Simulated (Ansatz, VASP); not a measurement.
**Hf3Br in VASP and in Ansatz**

```
Hf Br
1.0
    -2.86727    2.86727    2.86727
     2.86727   -2.86727    2.86727
     2.86727    2.86727   -2.86727
Hf Br
3 1
Direct
  0.00000 0.50000 0.50000
  0.50000 0.00000 0.50000
  0.50000 0.50000 0.00000
  0.00000 0.00000 0.00000
```

Alike in both runs: functional PBE; k mesh 4 × 4 × 4; occupations gaussian, width 0.1 eV; no spin polarisation.

Ansatz relaxed the structure, and its values are those at the end. VASP's run is a single point on that final structure, the one shown.

|  | VASP | Ansatz |
| --- | --- | --- |
| version | VASP 6.6.1 | Ansatz 0.2.0 |
| potentials or method | VASP PAW PBE potentials, release 64 (Hf_pv, Br), cutoff 520 eV | scalar-relativistic, plane waves, PAW |
| valence electrons in the cell | 37 | 85 |

```csv
,VASP,Ansatz,Ansatz less VASP
gap on the k mesh at the Fermi level (eV),none,none,-
pressure (GPa),-0.5,-0.1,+0.44
```

A gap of «none» marks a metal or a gap that the smearing closes. The functional is the same, so the differences come from potentials, cutoffs and numerics. VASP's potentials hold 37 valence electrons a cell and Ansatz's 85, so a difference there can come from the potentials and not from the codes.

The k mesh is coarse, so the values compare programs but aren't converged. Neither program's run includes spin-orbit coupling.
